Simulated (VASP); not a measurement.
## WC: single point with PBE

WC:

```
W C
1.0
     2.90099    0.00000    0.00000
    -1.45050    2.51233    0.00000
     0.00000    0.00000    2.82805
W C
1 1
Cartesian
  0.0000 0.0000 0.0000
  1.4505 0.8374 1.4140
```

| Item | Value |
| --- | --- |
| Program | VASP 6.6.1 |
| Task | single point |
| Functional | PBE |
| Potentials or basis | VASP PAW PBE potentials, release 64 (W_sv, C) |
| Cutoff | 600 eV |
| k mesh | 10 × 10 × 8 |
| Occupations | fermi-dirac, width 0.05 eV |
| Spin | no spin polarisation |

```json
{
  "Pressure": "9.5 GPa",
  "Band gap on the k mesh": "zero (band 9 reaches 11.81 eV, above the bottom of band 10 at 10.59 eV)"
}
```

Stress tensor (GPa, compression positive):
```
9.40 0.00 0.00
0.00 9.40 0.00
0.00 0.00 9.82
```

Levels at points of the mesh, in eV from the Fermi level:
| k point | band 7 | band 8 | band 9 | band 10 | band 11 | band 12 |
| --- | --- | --- | --- | --- | --- | --- |
| (0.00, 0.00, 0.00) | -3.37 | -3.37 | 0.09 | 3.27 | 3.27 | 5.66 |
| (0.50, 0.00, 0.00) | -3.64 | -3.61 | -0.49 | 2.37 | 4.57 | 4.92 |
| (0.00, 0.00, 0.50) | -2.05 | -2.05 | -0.59 | -0.59 | 3.71 | 4.53 |
| (0.50, 0.00, 0.50) | -4.37 | -4.21 | 0.30 | 4.47 | 5.36 | 6.69 |

Run time: 8.9 s on 1 thread of Intel(R) Xeon(R) Platinum 8559C (Emerald Rapids) (shared host), peak memory 0.15 GiB.

Caveat: spin-orbit coupling is left out, which moves the levels of the heavy elements.
